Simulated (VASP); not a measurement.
Input of a VASP 6.6.1 run:

The input INCAR:

```
SYSTEM = CoO
PREC = Accurate ; ENCUT = 600
EDIFF = 1E-7 ; ISMEAR = 0
SIGMA = 0.02 ; LREAL = .False.
LASPH = .True. ; NELM = 150
ALGO = Normal ; ISIF = 4
LWAVE = .False. ; LCHARG = .False.
ISPIN = 2 ; MAGMOM = 2.88 0.24
LORBIT = 11 ; LMAXMIX = 4
LDAU = .True. ; LDAUTYPE = 2
LDAUL = 2 -1 ; LDAUU = 3.32 0
LDAUJ = 0 0 ; LDAUPRINT = 1
GGA = PE ; IBRION = 2
NSW = 50 ; EDIFFG = -0.01
```

KPOINTS

```
Automatic mesh
0
Gamma
  12 12 12
  0 0 0
```

The input POSCAR:

```
CoO
1.0
    1.5053768277      0.8691297167      2.4230111189
   -1.5053768277      0.8691297167      2.4230111189
    0.0000000000     -1.7382594334      2.4230111189
Co O
1 1
Direct
    0.0000000000      0.0000000000      0.0000000000
    0.5000000000      0.5000000000      0.5000000000
```

Potentials or basis: VASP PAW PBE potentials, release 64 (Co, O).

Command:

```sh
$ cat potpaw_PBE.64/Co/POTCAR potpaw_PBE.64/O/POTCAR > POTCAR
$ mpirun -np 1 vasp_std > vasp.out
```

(1) What does it give for the site moments?

(2) What does it give for the band gap on the k mesh?

## Answers

(1) Co +2.72; O +0.26 μB.

(2) zero (filled and empty bands overlap).

Caveat: a cell with one magnetic atom can't hold antiferromagnetic order, which such compounds often take.
